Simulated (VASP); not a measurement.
Be: electric field gradients with PBE

The system is Be.

```
Be
1.0
    -1.26142    1.26142    1.26142
     1.26142   -1.26142    1.26142
     1.26142    1.26142   -1.26142
Be
1
Direct
  0.00000 0.00000 0.00000
```

This cell differs from its parent crystal: volume scaled by 1.02.

```
Program                : VASP 6.6.1
Task                   : electric field gradients
Functional             : PBE
Potentials or basis    : VASP PAW PBE potentials, release 64 (Be)
Cutoff                 : 520 eV
k mesh                 : 23 × 23 × 23
Occupations            : fermi-dirac, width 0.03 eV
Spin                   : no spin polarisation
Dipole correction      : no
Further INCAR settings : ALGO = Normal; EDIFF = 1e-08; NBANDS = 7
```

```yaml
Pressure: -3.1 GPa
Band_gap_on_the_k_mesh: zero (band 1 reaches 11.24 eV, above the bottom of band 2 at 6.47 eV)
```

Levels at points of the mesh, in eV from the Fermi level:
| k point | band 1 | band 2 | band 3 | band 4 | band 5 |
| --- | --- | --- | --- | --- | --- |
| (0.00, 0.00, 0.00) | -12.16 | 18.98 | 18.98 | 18.98 | 30.26 |

Run time: 22 s on 1 thread of AMD EPYC 7R43 64-Core Processor (Zen 3), on a shared host, peak memory 0.08 GiB.

Caveat: without QUAD_EFG the Cq values of the log hold for a quadrupole moment of 1 mb, not for the nuclei.
